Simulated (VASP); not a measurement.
# K7NaMgCl10 in VASP: further runs

Runs on K7NaMgCl10. Level: PBE. Tasks: single point.

Everything below comes from runs of VASP 6.6.1. Logs are shortened: lines on timing, memory, paths and dates and some standing lists are left out, and cuts for length are marked.

## (1) The cell of the first run

The cell holds an amorphous packing of atoms, 19 atoms: a = 8.974 Å, b = 8.844 Å, c = 8.406 Å, α = 92.63°, β = 90.37°, γ = 87.14°.

## (2) Single point, PBE

Input file INCAR:

```
SYSTEM = K7NaMgCl10
  ALGO = Normal
  EDIFF = 1E-6
  ENCUT = 520
  GGA = PE
  ISIF = 2
  ISMEAR = -1
  ISYM = 0
  LASPH = .True.
  LCHARG = .True.
  LELF = .True.
  LREAL = Auto
  LVHAR = .True.
  LWAVE = .False.
  NBANDS = 86
  NELM = 60
  PREC = Accurate
  SIGMA = 0.1379
```

Input file KPOINTS:

```
k-points
0
Gamma
  1 1 1
  0 0 0
```

Input file POSCAR:

```
K7NaMgCl10
1.0
    8.9716240000      0.2219080000     -0.0252420000
    0.2219080000      8.8394450000     -0.1974920000
   -0.0252420000     -0.1974920000      8.4038290000
Mg Cl K Na
1 10 7 1
Direct
    0.4147239404      0.6823545806      0.2673796709
    0.2620810418      0.9589167391      0.7851541047
    0.7781266140      0.0979472644      0.7822948650
    0.6473001564      0.6665401311      0.1752319680
    0.5399709056      0.2509925493      0.2051814674
    0.0453555138      1.1731015954      0.2853674253
    0.3523264118     -0.0650352666      0.4094463938
    0.9087594388      0.7389700620      0.6164867921
    0.9453681486      0.5449765907      0.0541255063
    1.1037967828      0.4096338876      0.6319524653
    0.2207239364      0.5722460628      0.1397727789
    0.1323779224      0.2588401480     -0.0355104391
    0.6986236396      0.4236355574      0.9170720027
    0.7097242046      1.0250998258      0.3974946269
    0.4865056142      1.0030934197     -0.0192179898
    0.8277283385      0.4541048630      0.4660062212
    0.2640747945      0.3875476002      0.3711543068
    0.9229505131      0.8709788136     -0.0083931426
    0.0841078527      0.0014792150      0.5719150382
```

Potentials or basis: VASP PAW PBE potentials, release 64 (Mg, Cl, K_sv, Na_pv).

On the command line:

```sh
$ cat potpaw_PBE.64/Mg/POTCAR potpaw_PBE.64/Cl/POTCAR potpaw_PBE.64/K_sv/POTCAR potpaw_PBE.64/Na_pv/POTCAR > POTCAR
$ mpirun -np 1 vasp_gam > vasp.out
```

OUTCAR:

```text
SYSTEM = K7NaMgCl10
   EDIFF = 1E-6
   ENCUT = 520
   GGA = PE
   ISIF = 2
   ISMEAR = -1
   ISYM = 0
   LASPH = .True.
   LREAL = Auto
   NELM = 60
   PREC = Accurate

 ion  position               nearest neighbor table
   1  0.415  0.682  0.267-   4 2.23  11 2.28   7 2.52  17 3.16
   2  0.262  0.959  0.785-  19 2.42  15 2.63  12 3.16
   3  0.778  0.098  0.782-  18 2.97  13 3.10
   4  0.647  0.667  0.175-   1 2.23  13 3.00
   5  0.540  0.251  0.205-  15 2.88  14 2.98  17 3.02
   6  0.045  0.173  0.285-  17 2.86  12 2.96
   7  0.352  0.935  0.409-   1 2.52
   8  0.909  0.739  0.616-  16 2.89
   9  0.945  0.545  0.054-  11 2.59  13 2.73  18 2.95  12 3.03
  10  0.104  0.410  0.632-  17 2.62  16 2.85  12 3.16
  11  0.221  0.572  0.140-   1 2.28   9 2.59  17 2.61  12 3.21
  12  0.132  0.259  0.964-   6 2.96   9 3.03  10 3.16   2 3.16  11 3.21  17 3.76
  13  0.699  0.424  0.917-   9 2.73   4 3.00   3 3.10
  14  0.710  0.025  0.397-   5 2.98
  15  0.487  0.003  0.981-   2 2.63   5 2.88
  16  0.828  0.454  0.466-  10 2.85   8 2.89
  17  0.264  0.388  0.371-  11 2.61  10 2.62   6 2.86   5 3.02   1 3.16  12 3.76
  18  0.923  0.871  0.992-   9 2.95   3 2.97
  19  0.084  0.001  0.572-   2 2.42

IMPORTANT INFORMATION: All symmetrisations will be switched off!
NOSYMM: (Re-)initialisation of all symmetry stuff for point group C_1.

----------------------------------------------------------------------------------------

                                     Primitive cell

  volume of cell :     665.6916

  direct lattice vectors                    reciprocal lattice vectors
     8.971624000  0.221908000 -0.025242000     0.111532404 -0.002793924  0.000269344
     0.221908000  8.839445000 -0.197492000    -0.002793924  0.113258692  0.002653215
    -0.025242000 -0.197492000  8.403829000     0.000269344  0.002653215  0.119056538

  length of vectors
     8.974403463  8.844435209  8.406187133     0.111567718  0.113324212  0.119086403

  position of ions in fractional coordinates (direct lattice)
     0.414723940  0.682354581  0.267379671
     0.262081042  0.958916739  0.785154105
     0.778126614  0.097947264  0.782294865
     0.647300156  0.666540131  0.175231968
     0.539970906  0.250992549  0.205181467
     0.045355514  0.173101595  0.285367425
[... 11 lines left out ...]
     0.922950513  0.870978814  0.991606857
     0.084107853  0.001479215  0.571915038

  ion indices of the primitive-cell ions
   primitive index   ion index
                 1           1
                 2           2
                 3           3
                 4           4
                 5           5
                 6           6
[... 11 lines left out ...]
                18          18
                19          19

----------------------------------------------------------------------------------------

 KPOINTS: k-points

Automatic generation of k-mesh.
 Grid dimensions read from file:
 generate k-points for:    1    1    1

 Generating k-lattice:

  Cartesian coordinates                     Fractional coordinates (reciprocal lattice)
     0.111532404 -0.002793924  0.000269344     1.000000000  0.000000000 -0.000000000
    -0.002793924  0.113258692  0.002653215    -0.000000000  1.000000000  0.000000000
     0.000269344  0.002653215  0.119056538     0.000000000  0.000000000  1.000000000

  Length of vectors
     0.111567718  0.113324212  0.119086403

  Shift w.r.t. Gamma in fractional coordinates (k-lattice)
     0.000000000  0.000000000  0.000000000

 Subroutine IBZKPT returns following result:
 ===========================================

 Found      1 irreducible k-points:

 Following reciprocal coordinates:
            Coordinates               Weight
  0.000000  0.000000  0.000000      1.000000
   k-points           NKPTS =      1   k-points in BZ     NKDIM =      1   number of bands    NBANDS=     86
   number of dos      NEDOS =    301   number of ions     NIONS =     19
   total plane-waves  NPLWV = 313600
   dimension x,y,z NGX =    70 NGY =   70 NGZ =   64
   dimension x,y,z NGXF=   140 NGYF=  140 NGZF=  128
   ions per type =               1  10   7   1
   NGX,Y,Z   is equivalent  to a cutoff of  12.97, 13.16, 12.66 a.u.
   NGXF,Y,Z  is equivalent  to a cutoff of  25.93, 26.32, 25.31 a.u.
 SYSTEM =  K7NaMgCl10
   PREC   = accura    normal or accurate (medium, high low for compatibility)
   ISTART =      0    job   : 0-new  1-cont  2-samecut
   ICHARG =      2    charge: 1-file 2-atom 10-const
   ISPIN  =      1    spin polarized calculation?
   LNONCOLLINEAR =      F non collinear calculations
   LSORBIT =      F    spin-orbit coupling
   LASPH  =      T    aspherical Exc in radial PAW
   ENCUT  =  520.0 eV  38.22 Ry    6.18 a.u.  16.69 16.44 15.63*2*pi/ulx,y,z
   NELM   =     60;   NELMIN=  2; NELMDL= -5     # of ELM steps
   EDIFF  = 0.1E-05   stopping-criterion for ELM
   LREAL  =      T    real-space projection
   EDIFFG = 0.1E-04   stopping-criterion for IOM
   NSW    =      0    number of steps for IOM
   IBRION =     -1    ionic relax: 0-MD 1-quasi-New 2-CG
   NFREE  =      0    steps in history (QN), initial steepest desc. (CG)
   ISIF   =      2    stress and relaxation
   ISYM   =      0    0-nonsym 1-usesym 2-fastsym
   POTIM  = 0.5000    time-step for ionic-motion
   TEBEG  =    0.0;   TEEND  =   0.0 temperature during run
   PSTRESS=    0.0 pullay stress
   NELECT =     142.0000    total number of electrons
   NUPDOWN=      -1.0000    fix difference up-down
   EMIN   =  10.00;   EMAX   =-10.00  energy-range for DOS
   EFERMI =   0.00;   METHOD = LEGACY
   ISMEAR =    -1;   SIGMA  =   0.14  broadening in eV -4-tet -1-fermi 0-gaus
   EFERMI_NEDOS =   21; number of points for ismear=-14 and -15
   IALGO  =     38    algorithm
   IMIX   =      4    mixing-type and parameters
     AMIX     =   0.40;   BMIX     =  1.00
     AMIX_MAG =   1.60;   BMIX_MAG =  1.00
  volume/ion in A,a.u.               =      35.04       236.44
  Fermi-wavevector in a.u.,A,eV,Ry     =   0.978168  1.848469 13.018215  0.956812
  Thomas-Fermi vector in A             =   2.108922
   LORBIT       =      0    0 simple, 1 ext, 2 COOP (PROOUT), +10 PAW based schemes
   GGA     = PE    functional components
   LHFCALC =     F    Hartree Fock is set to
   AEXX    =    0.0000 exact exchange contribution
   IVDW    =     0    specifies the selected vdW correction
   LEPSILON=     F    determine dielectric tensor
   LRPA    =     F    only Hartree local field effects (RPA)
 non-spin polarized calculation
  energy-cutoff  :      520.00
  volume of cell :      665.69
 maximum number of plane-waves:      8959
 NGX is ok and might be reduce to    70
   NGX = 33   NGY = 33   NGZ = 31

 number of electron     142.0000000 magnetization

 Free energy of the ion-electron system (eV)
  ---------------------------------------------------
  ext. energy  EPLUGINS =         0.00000000
  ---------------------------------------------------
  free energy    TOTEN  =       -57.69214604 eV

  energy without entropy =      -57.69010281  energy(sigma->0) =      -57.69112442

 E-fermi :   0.5419     XC(G=0):  -6.7727

 val. band max:       -0.5543763032   @ k =   0.0000   0.0000   0.0000
 cond. band min:       1.6172945335   @ k =   0.0000   0.0000   0.0000
 fundamental gap:      2.1716708367
 Fermi energy:         0.5419485589

 k-point     1 :       0.0000    0.0000    0.0000
  band No.  band energies     occupation
      1     -30.5112      2.00000
      2     -30.1077      2.00000
      3     -29.9529      2.00000
      4     -29.9269      2.00000
      5     -29.8837      2.00000
      6     -29.5694      2.00000
[... 75 lines left out ...]
     82       5.1220      0.00000
     83       5.2890      0.00000
 [bands above 83 left out]

------------------------ aborting loop because EDIFF is reached ----------------------------------------

  FORCE on cell =-STRESS in cart. coord.  units (eV):
  Direction    XX          YY          ZZ          XY          YZ          ZX
  --------------------------------------------------------------------------------------
  -------------------------------------------------------------------------------------
  Total       14.8643325      4.1239005      8.7983439     -0.2307753     -0.8558478      3.2838764
  in kB       35.7752713      9.9253470     21.1757333     -0.5554269     -2.0598428      7.9035886
  external PRESSURE =      22.2921172 kB  Pullay stress =       0.0000000 kB

 VOLUME and BASIS-vectors are now :
 -----------------------------------------------------------------------------
  energy-cutoff  :      520.00
  volume of cell :      665.69
      direct lattice vectors                 reciprocal lattice vectors
     8.971624000  0.221908000 -0.025242000     0.111532404 -0.002793924  0.000269344
     0.221908000  8.839445000 -0.197492000    -0.002793924  0.113258692  0.002653215
    -0.025242000 -0.197492000  8.403829000     0.000269344  0.002653215  0.119056538

 POSITION                                       TOTAL-FORCE (eV/Angst)
 -----------------------------------------------------------------------------------
      3.86542      6.07086      2.10178        -0.792982      1.436436      0.114642
      2.54427      8.37939      6.40231        -0.557970     -0.057881      0.584901
      6.98305      0.88397      6.53529        -0.212881      0.464353     -0.101453
      5.95082      6.00088      1.32464        -0.241470      0.765959      0.388895
      4.89493      2.29794      1.66111         0.260031      0.407461      0.083481
      0.43812      1.48383      2.36285        -0.854635     -0.727664      0.002214
[... 11 lines left out ...]
      8.44861      7.70794      8.13799         0.490461     -0.302590     -0.285863
      0.74048     -0.08121      4.80386        -0.455995     -0.000202     -0.534113
 -----------------------------------------------------------------------------------
    total drift:                                0.000744      0.007708     -0.005198

  FREE ENERGIE OF THE ION-ELECTRON SYSTEM (eV)
  ---------------------------------------------------
  free  energy   TOTEN  =       -57.6921460394 eV

  energy  without entropy=      -57.6901028103  energy(sigma->0) =      -57.69112442
```

Run time: 95 s. Hardware: 1 thread of Intel Xeon Platinum 8488C (Sapphire Rapids), shared host; peak memory 0.62 GiB.

Results:

```yaml
Free_energy: -57.6921 eV
Pressure: 2.2 GPa
Largest_force: 2.684 eV/Å
Band_gap_on_the_k_mesh: 2.17 eV
```

Forces on the atoms (eV/Å):
```
Mg  -0.793  1.436  0.115
Cl  -0.558 -0.058  0.585
Cl  -0.213  0.464 -0.101
Cl  -0.241  0.766  0.389
Cl   0.260  0.407  0.083
Cl  -0.855 -0.728  0.002
Cl   0.760 -1.229 -0.941
Cl  -0.391  0.691 -0.215
Cl  -1.309 -0.530 -0.541
Cl  -0.106 -0.489  1.303
Cl   2.266  1.435 -0.084
K   -0.117  0.295 -0.474
K   -0.316 -0.340 -0.149
K    0.030 -0.351  0.480
K    0.834 -0.172  0.329
K    0.171  0.027 -0.535
K    0.544 -1.323  0.575
K    0.490 -0.303 -0.286
Na  -0.456  0.000 -0.534
```

Levels at points of the mesh, in eV from the valence-band top:
```tsv
k point	band 67	band 68	band 69	band 70	band 71	band 72	band 73	band 74	band 75	band 76
(0.00, 0.00, 0.00)	-0.98	-0.83	-0.69	-0.26	0.00	2.17	3.43	4.07	4.39	4.79
```

Caveat: the k points lie up to 0.75 Å⁻¹ apart.

## (3) Single point, PBE

Input file INCAR:

```
SYSTEM = K7NaMgCl10
PREC     = Accurate       ! precision mode
ENCUT    = 520            ! plane-wave cutoff, eV
EDIFF    = 1E-7           ! SCF threshold, eV
ISMEAR   = -1             ! smearing method
SIGMA    = 0.0991         ! smearing width, eV
LREAL    = Auto         
LASPH    = .TRUE.         ! aspherical terms in the spheres
NELM     = 60             ! most SCF steps
ALGO     = Normal         ! electronic algorithm
ISIF     = 2              ! what is computed and relaxed
LWAVE    = .FALSE.        ! write WAVECAR
LCHARG   = .FALSE.        ! write CHGCAR
GGA      = PE             ! functional
NBANDS   = 86             ! bands
ISYM     = 0
```

Input file KPOINTS:

```
regular mesh
0
G
  1 1 1
  0 0 0
```

Input file POSCAR:

```
K7NaMgCl10
1.0
    8.9716240000      0.2219080000     -0.0252420000
    0.2219080000      8.8394450000     -0.1974920000
   -0.0252420000     -0.1974920000      8.4038290000
Mg Cl K Na
1 10 7 1
Direct
    0.3849619313      0.7730690213      0.3024285901
    0.2357108793      1.0158028814      0.8304479728
    0.8172612616      0.1431947622      0.7953336662
    0.6023660830      0.7431079086      0.1877662898
    0.5403320324      0.2365643806      0.2052277163
    0.0023434534      0.0875430141      0.3168163225
    0.3836658893      0.9930085542      0.4606466576
    0.8843401827      0.7251830660      0.5626151328
    0.9535420870      0.5641836746      0.0592640654
    0.1545455122      0.4406290129      0.7022553342
    0.2923792734      0.6118847174      0.1043110913
    0.1369704358      0.2946965527      0.9609290740
    0.6146553772      0.4761882934      0.9377198786
    0.7370372810     -0.0064999572      0.4224295384
    0.5605698854      0.0180012781      0.8889891755
    0.8071502835      0.4642272226      0.3615240446
    0.2584501273      0.3279230532      0.3647537304
    1.0238654448      0.8808101375      0.9737189283
    0.0373426721     -0.0053473835      0.5840577597
```

Potentials or basis: VASP PAW PBE potentials, release 64 (Mg, Cl, K_sv, Na_pv).

On the command line:

```sh
$ cat potpaw_PBE.64/Mg/POTCAR potpaw_PBE.64/Cl/POTCAR potpaw_PBE.64/K_sv/POTCAR potpaw_PBE.64/Na_pv/POTCAR > POTCAR
$ mpirun -np 1 vasp_gam > vasp.out
```

OUTCAR:

```text
SYSTEM = K7NaMgCl10
   PREC = Accurate
   ENCUT = 520
   EDIFF = 1E-7
   ISMEAR = -1
   LREAL = Auto
   LASPH = .TRUE.
   NELM = 60
   ISIF = 2
   GGA = PE
   ISYM = 0

 ion  position               nearest neighbor table
   1  0.385  0.773  0.302-   4 2.18   7 2.31  11 2.32
   2  0.236  0.016  0.830-  18 2.62  19 2.73  12 2.76  15 2.95
   3  0.817  0.143  0.795-  15 2.74
   4  0.602  0.743  0.188-   1 2.18  13 3.09  14 3.18
   5  0.540  0.237  0.205-  17 2.93  15 3.22
[... 270 lines left out ...]
  Total       12.9927578      4.0150218      6.2238729      1.9043882     -3.3113292     -3.4814744
  in kB       31.2707910      9.6632993     14.9795319      4.5834553     -7.9696616     -8.3791648
  external PRESSURE =      18.6378741 kB  Pullay stress =       0.0000000 kB

 VOLUME and BASIS-vectors are now :
 -----------------------------------------------------------------------------
  energy-cutoff  :      520.00
  volume of cell :      665.69
      direct lattice vectors                 reciprocal lattice vectors
     8.971624000  0.221908000 -0.025242000     0.111532404 -0.002793924  0.000269344
     0.221908000  8.839445000 -0.197492000    -0.002793924  0.113258692  0.002653215
    -0.025242000 -0.197492000  8.403829000     0.000269344  0.002653215  0.119056538

 POSITION                                       TOTAL-FORCE (eV/Angst)
 -----------------------------------------------------------------------------------
      3.61765      6.85920      2.37917        -0.918059      0.307738     -0.100852
      2.09725      0.02799      6.96987         1.003779     -0.095833     -0.555934
      7.34386      1.29005      6.63494         0.394949      0.292175     -0.404368
      5.56436      6.66525      1.41599         1.674375      0.311871     -0.230979
      4.89497      2.17047      1.66434         0.401675      0.250222     -0.311486
      0.03245      0.71178      2.64512         0.591923      0.757556     -1.122861
[... 11 lines left out ...]
      0.38499      7.59887      8.00841        -0.984617     -0.955824      0.657330
      0.54100      8.68512      4.71094         0.464693     -0.263328      0.841348
 -----------------------------------------------------------------------------------
    total drift:                               -0.005977     -0.005968      0.009175

  FREE ENERGIE OF THE ION-ELECTRON SYSTEM (eV)
  ---------------------------------------------------
  free  energy   TOTEN  =       -59.2425019938 eV

  energy  without entropy=      -59.2424917230  energy(sigma->0) =      -59.24249686
```

OSZICAR:

```text
N       E                     dE             d eps       ncg     rms          rms(c)
DAV:   1     0.154907918095E+04    0.15491E+04   -0.71397E+04   180   0.154E+03
DAV:   2     0.112789762936E+03   -0.14363E+04   -0.13953E+04   226   0.408E+02
DAV:   3    -0.584391422881E+02   -0.17123E+03   -0.17067E+03   216   0.129E+02
[... 11 lines left out ...]
DAV:  15    -0.592424937367E+02   -0.26691E-04   -0.10704E-04   192   0.376E-02    0.137E-02
DAV:  16    -0.592424994807E+02   -0.57440E-05   -0.23061E-05   232   0.156E-02    0.824E-03
DAV:  17    -0.592425010240E+02   -0.15433E-05   -0.29718E-06   224   0.583E-03    0.400E-03
DAV:  18    -0.592425019572E+02   -0.93317E-06   -0.84555E-07   192   0.345E-03    0.214E-03
DAV:  19    -0.592425019938E+02   -0.36658E-07   -0.27701E-07   160   0.184E-03
   1 F= -.59242502E+02 E0= -.59242497E+02  d E =-.102708E-04
```

stdout:

```text
POSCAR found type information on POSCAR MgClK Na
 POSCAR found :  4 types and      19 ions
 scaLAPACK will be used
 LDA part: xc-table for (Slater+PW92), standard interpolation
 POSCAR, INCAR and KPOINTS ok, starting setup
 FFT: planning ... GRIDC
 FFT: planning ... GRID_SOFT
 FFT: planning ... GRID
 WAVECAR not read
 entering main loop
```

It took 87 s on 1 thread of Intel Xeon Platinum 8488C (Sapphire Rapids), shared host; peak memory 0.63 GiB.

Results:

```yaml
Free_energy: -59.2425 eV
Pressure: 1.9 GPa
Largest_force: 1.817 eV/Å
Band_gap_on_the_k_mesh: 2.65 eV
```

Forces on the atoms (eV/Å):
```
Mg  -0.918  0.308 -0.101
Cl   1.004 -0.096 -0.556
Cl   0.395  0.292 -0.404
Cl   1.674  0.312 -0.231
Cl   0.402  0.250 -0.311
Cl   0.592  0.758 -1.123
Cl  -0.132 -0.616  0.011
Cl  -0.086  0.421  0.293
Cl  -1.104 -0.233  0.267
Cl   0.611  0.489 -1.640
Cl  -0.020  0.050  0.583
K   -0.434  0.009  0.980
K    0.224 -0.089  0.054
K   -1.064 -0.142  0.014
K   -0.539 -0.423  0.401
K    0.154 -0.084 -0.122
K   -0.238  0.013  0.386
K   -0.985 -0.956  0.657
Na   0.465 -0.263  0.841
```

Stress tensor (GPa, compression positive):
```
 3.13  0.46 -0.84
 0.46  0.97 -0.80
-0.84 -0.80  1.50
```

Levels at points of the mesh, in eV from the valence-band top:
| k point | band 69 | band 70 | band 71 | band 72 | band 73 | band 74 |
| --- | --- | --- | --- | --- | --- | --- |
| (0.00, 0.00, 0.00) | -0.24 | -0.18 | 0.00 | 2.65 | 4.12 | 4.52 |

Caveat: the k points lie up to 0.75 Å⁻¹ apart.
